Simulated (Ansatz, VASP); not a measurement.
## One calculation of TlGaPtC6N6, two programs

```
Tl Ga Pt C N
1.0
     0.00000    5.38200    5.38200
     5.38200    0.00000    5.38200
     5.38200    5.38200    0.00000
Tl Ga Pt C N
1 1 1 6 6
Cartesian
  8.0730 8.0730 8.0730
  5.3820 5.3820 5.3820
  0.0000 0.0000 0.0000
  2.1690 5.3820 5.3820
  5.3820 5.3820 2.1690
  5.3820 8.5950 5.3820
  8.5950 5.3820 5.3820
  5.3820 5.3820 8.5950
  5.3820 2.1690 5.3820
  3.3378 5.3820 5.3820
  5.3820 5.3820 3.3378
  5.3820 7.4262 5.3820
  7.4262 5.3820 5.3820
  5.3820 5.3820 7.4262
  5.3820 3.3378 5.3820
```

Alike in both runs: functional PBE; k mesh 4 × 4 × 4; occupations gaussian, width 0.1 eV; no spin polarisation.

Ansatz relaxed the structure, and its values are those at the end. VASP's run is a single point on that final structure, the one shown.

|  | VASP | Ansatz |
| --- | --- | --- |
| version | VASP 6.6.1 | Ansatz 0.2.0 |
| potentials or method | VASP PAW PBE potentials, release 64 (Tl_d, Ga_d, Pt, C, N), cutoff 520 eV | scalar-relativistic, plane waves, PAW |
| valence electrons in the cell | 90 | 98 |

|  | VASP | Ansatz | Ansatz less VASP |
| --- | --- | --- | --- |
| gap on the k mesh at the Fermi level (eV) | none | none | - |
| pressure (GPa) | 0.5 | 0.1 | -0.35 |
| rms of the force components (eV/Å) | 0.216 | 0.012 | -0.2046 |

A gap of «none» marks a metal or a gap that the smearing closes. One of these differences is far larger than is usual between the two programs; its cause wasn't traced. VASP's potentials hold 90 valence electrons a cell and Ansatz's 98, so a difference there can come from the potentials and not from the codes.

Spin-orbit coupling is off throughout. Noted on VASP's run: the standard files for N, O and F lose accuracy on very short bonds.
